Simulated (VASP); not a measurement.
## In4SbAs3: single point with PBE

Crystal: In4SbAs3.

```
As Sb In
1.0
     7.30322    0.00000    0.00048
     0.00000    4.44585    0.00000
     0.00050    0.00000    7.70225
As Sb In
3 1 4
Cartesian
  -0.0173 0.0000 2.5266
  0.0106 2.2229 6.4508
  3.6445 2.2229 1.3036
  3.6759 0.0000 5.1217
  2.6791 0.0000 2.4692
  2.6882 2.2229 6.5301
  6.3541 2.2229 1.2811
  6.5282 0.0000 5.1276
```

- Program: VASP 6.6.1
- Task: single point
- Functional: PBE
- Potentials or basis: VASP PAW PBE potentials, release 64 (As, Sb, In_d)
- Cutoff: 520 eV
- k mesh: 4 × 6 × 4
- Occupations: fermi-dirac, width 0.02 eV
- Spin: no spin polarisation

```json
{"Pressure": "0.0 GPa", "Largest force": "0.008 eV/Å", "Band gap on the k mesh": "0.12 eV, direct"}
```

Forces on the atoms (eV/Å):
```
As   0.002  0.000  0.000
As   0.002  0.000  0.000
As   0.003  0.000  0.001
Sb   0.000  0.000  0.000
In   0.000  0.000  0.008
In   0.001  0.000 -0.008
In  -0.002  0.000  0.000
In  -0.004  0.000 -0.001
```

Levels at points of the mesh, in eV from the valence-band top:
| k point | band 34 | band 35 | band 36 | band 37 | band 38 | band 39 |
| --- | --- | --- | --- | --- | --- | --- |
| (0.00, 0.00, 0.00) | -0.70 | -0.16 | 0.00 | 0.12 | 0.50 | 1.42 |
| (0.50, 0.00, 0.00) | -0.76 | -0.35 | -0.22 | 0.67 | 0.99 | 1.14 |
| (0.00, 0.50, 0.00) | -1.76 | -1.75 | -1.54 | 2.75 | 2.77 | 2.87 |
| (0.50, 0.50, 0.00) | -1.62 | -1.57 | -1.21 | 1.80 | 1.95 | 1.96 |
| (0.00, 0.00, 0.50) | -0.75 | -0.68 | -0.21 | 1.31 | 1.44 | 1.62 |
| (0.50, 0.00, 0.50) | -1.35 | -1.33 | -0.62 | 1.61 | 1.68 | 1.79 |
| (0.00, 0.50, 0.50) | -1.74 | -1.01 | -0.86 | 1.33 | 1.47 | 1.72 |
| (0.50, 0.50, 0.50) | -1.57 | -1.45 | -1.35 | 1.12 | 1.12 | 1.17 |

Wall time 15 min on 1 thread of Intel Xeon 8259CL, with other jobs on the host, peak memory 0.59 GiB.

Caveat: spin-orbit coupling is left out, which moves the levels of the heavy elements. A k mesh can miss the band edges.
